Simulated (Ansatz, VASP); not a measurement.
## Se: VASP beside Ansatz

The input INCAR:

```
SYSTEM = Se
  PREC = Accurate
  ENCUT = 600
  EDIFF = 1E-6
  ISMEAR = -1
  SIGMA = 0.1
  LREAL = .False.
  LASPH = .True.
  NELM = 60
  ALGO = Normal
  ISIF = 3
  LWAVE = .False.
  LCHARG = .False.
  GGA = RE
  IBRION = 2
  NSW = 80
  EDIFFG = -0.01
```

File KPOINTS:

```
Automatic mesh
0
Gamma
  12 12 12
  0 0 0
```

The input POSCAR:

```
Se
1.0
    0.0000000000      2.2175113317      2.2175113317
    2.2175113317      0.0000000000      2.2175113317
    2.2175113317      2.2175113317      0.0000000000
Se
1
Direct
    0.0000000000      0.0000000000      0.0000000000
```

Input for Ansatz:

```yaml
crystal:
  lattice:
    - [0.0, 2.2175113317, 2.2175113317]
    - [2.2175113317, 0.0, 2.2175113317]
    - [2.2175113317, 2.2175113317, 0.0]
  atoms:
    - { symbol: Se, position: [0.0, 0.0, 0.0] }
hamiltonian:
  xc: revpbe
  pseudopotentials:
    kind: paw
    azcp:
      Se: "pseudopotentials/Se.paw.azcp"
basis:
  ecutwfc: 420
  fft_grid_basis: typed
kpoints:
  mp_grid: { grid: [12, 12, 12], shift: [0, 0, 0] }
magnetization:
  spin_polarized: false
scf:
  occupations: { method: fermi_dirac, width: 0.1 }
relax:
  max_steps: 60
  f_tol: 0.01
  cell: {}
```

Alike in both runs: task relaxation of cell and atoms; functional revPBE; k mesh 12 × 12 × 12; occupations fermi-dirac, width 0.1 eV; no spin polarisation.

```csv
,VASP,Ansatz
version,VASP 6.6.1,Ansatz 0.2.0
potentials or method,"VASP PAW PBE potentials, release 64 (Se), cutoff 600 eV","plane waves (420 eV) with PAW, scalar-relativistic"
valence electrons in the cell,6,16
```

Ansatz gave:

| Property | Result |
| --- | --- |
| relaxed volume (Å³/atom) | 20.86 |
| relaxed length of the cell vector where the two differ most in proportion (Å) | 3.090 |

**Question.** What did VASP give for the same quantities?

**Answer.** Relaxed volume (Å³/atom): 20.83; relaxed length of the cell vector where the two differ most in proportion (Å): 3.089.

VASP's potentials were made for PBE, not for revPBE. VASP's potentials hold 6 valence electrons a cell and Ansatz's 16, so a difference there can come from the potentials and not from the codes.
